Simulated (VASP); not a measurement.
**H: single point with PBE**

The system is H.

```
H
1.0
     1.66581   -2.74695   -0.00524
     1.61134    2.71408    0.00071
    -0.00869    0.00688    6.29344
H
4
Direct
  0.56625 0.42065 0.99773
  0.42584 0.54624 0.00699
  0.40303 0.56025 0.50085
  0.57706 0.40486 0.50551
```

- Program: VASP 6.6.1
- Task: single point
- Functional: PBE
- Potentials or basis: VASP PAW PBE potentials, release 64 (H)
- Cutoff: 520 eV
- k mesh: 2 × 2 × 1
- Occupations: gaussian, width 0.02 eV
- Spin: no spin polarisation
- Dipole correction: no
- Further INCAR settings: ALGO = Normal; EDIFF = 1e-07; NBANDS = 10

The pressure is -1.1 GPa and the largest force is 3.660 eV/Å. The band gap on the k mesh is 6.85 eV.

Forces on the atoms (eV/Å):
```
H    0.025 -0.491 -0.045
H   -0.025  0.491  0.046
H    0.153 -3.654  0.110
H   -0.154  3.655 -0.111
```

Stress tensor (GPa, compression positive):
```
 1.66  0.43 -0.02
 0.43 -6.00  0.38
-0.02  0.38  1.06
```

Levels at points of the mesh, in eV from the valence-band top:
```
           k point  band 1  band 2  band 3  band 4  band 5  band 6  band 7
(0.00, 0.00, 0.00)   -2.49   -1.58    8.45   11.93   14.45   16.65   16.67
(0.50, 0.00, 0.00)   -1.35   -0.42    7.97   10.23   12.27   14.06   14.89
(0.00, 0.50, 0.00)   -1.30   -0.36    8.23   10.48   12.41   14.24   14.31
(0.50, 0.50, 0.00)   -1.06    0.00    6.85    9.02   12.87   14.06   14.83
```

It took 3.8 s on 1 thread of Intel(R) Xeon(R) 6975P-C (Granite Rapids), on a shared host, peak memory 0.14 GiB.

Caveat: the k points lie up to 1.13 Å⁻¹ apart; forces of over 1 eV/Å act on the atoms, so gaps and moduli don't describe the material at rest. A k mesh can miss the band edges.
